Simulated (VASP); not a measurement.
**CdSe: relaxation of cell and atoms with PBE**

Crystal: CdSe.

```xyz
2
Lattice="0.0000 3.0703 3.0703 3.0703 0.0000 3.0703 3.0703 3.0703 0.0000" Properties=species:S:1:pos:R:3 pbc="T T T"
Cd    0.0000    0.0000    0.0000
Se    4.6054    4.6054    4.6054
```

| Quantity | Value |
| --- | --- |
| Program | VASP 6.6.1 |
| Task | relaxation of cell and atoms |
| Functional | PBE |
| Potentials or basis | VASP PAW PBE potentials, release 64 (Cd, Se) |
| Cutoff | 600 eV |
| k mesh | 6 × 6 × 6 |
| Occupations | gaussian, width 0.01 eV |
| Spin | no spin polarisation |
| Dipole correction | no |
| Further INCAR settings | ALGO = Normal; EDIFF = 1e-06; IBRION = 2; EDIFFG = -0.03; NSW = 60; ISIF = 3 |

- Relaxed volume: 29.88 Å³/atom
- Relaxed cell: a = 4.388 Å, b = 4.388 Å, c = 4.388 Å, α = 60.00°, β = 60.00°, γ = 60.00°
- Space group after relaxing (to 0.05 Å): F-43m (No. 216)
- Energy gained by relaxing: 4.3 meV/atom
- Ionic steps: 3
- Pressure after relaxing: 0.0 GPa
- Band gap on the k mesh: 0.48 eV, direct

The path:
```csv
step,energy change (eV),largest force (eV/Å),pressure (GPa),volume (Å³)
1,0.0000,0.0000,1.54,57.88
2,-0.0081,0.0000,-0.36,60.24
3,-0.0087,0.0000,0.01,59.75
```

Final structure:
```
CELL_PARAMETERS angstrom
0.00000 3.10291 3.10291
3.10291 0.00000 3.10291
3.10291 3.10291 0.00000
ATOMIC_POSITIONS crystal
Cd 0.00000 0.00000 0.00000
Se 0.75000 0.75000 0.75000
```

Levels at points of the mesh, in eV from the valence-band top:
| k point | band 5 | band 6 | band 7 | band 8 | band 9 | band 10 | band 11 | band 12 | band 13 |
| --- | --- | --- | --- | --- | --- | --- | --- | --- | --- |
| (0.00, 0.00, 0.00) | -7.44 | -7.44 | 0.00 | 0.00 | 0.00 | 0.48 | 5.92 | 5.92 | 5.92 |
| (0.50, 0.00, 0.00) | -7.42 | -7.19 | -4.05 | -0.67 | -0.67 | 2.31 | 6.42 | 6.42 | 7.24 |
| (0.50, 0.50, 0.00) | -7.39 | -7.13 | -3.82 | -1.66 | -1.66 | 3.24 | 3.68 | 8.84 | 9.86 |

Wall time 43 s on 1 thread of AMD EPYC 7R13 Processor (Zen 3), with other jobs on the host, peak memory 0.19 GiB.

As with any semilocal functional, this PBE gap is likely too small.
